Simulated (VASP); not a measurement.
Set up this calculation in VASP 6.6.1, as the native input.

```
Task                   : single point
Functional             : PBE
Potentials or basis    : VASP PAW PBE potentials, release 64 (Ni, Al)
Cutoff                 : 520 eV
k mesh                 : 14 × 14 × 14
Occupations            : fermi-dirac, width 0.05 eV
Spin                   : no spin polarisation
Dipole correction      : no
Further INCAR settings : ALGO = Normal; EDIFF = 1e-06; NBANDS = 14
```

The structure of AlNi (rocksalt type) lies in POSCAR:

```
AlNi
1.0
    0.0000000000      2.3096806227      2.3096806227
    2.3096806227      0.0000000000      2.3096806227
    2.3096806227      2.3096806227      0.0000000000
Ni Al
1 1
Direct
    0.0000000000      0.0000000000      0.0000000000
    0.5000000000      0.5000000000      0.5000000000
```

These files were run (other wordings do the same):

INCAR

```
PREC = Accurate
ENCUT = 520
EDIFF = 1E-6
ISMEAR = -1
SIGMA = 0.05
LREAL = F
LASPH = T
NELM = 100
ALGO = Normal
ISIF = 2
LWAVE = F
LCHARG = F
GGA = PE
NBANDS = 14
```

KPOINTS

```
Automatic mesh
0
Gamma
  14 14 14
```

Potentials or basis: VASP PAW PBE potentials, release 64 (Ni, Al).

Command:

```console
$ cat potpaw_PBE.64/Ni/POTCAR potpaw_PBE.64/Al/POTCAR > POTCAR
$ mpirun -np 1 vasp_std > vasp.out
```

It gave:

* Pressure: 22.8 GPa

Run time: 9.2 s on 1 thread of Intel(R) Xeon(R) 6975P-C (Granite Rapids), with other jobs on the host, peak memory 0.16 GiB.
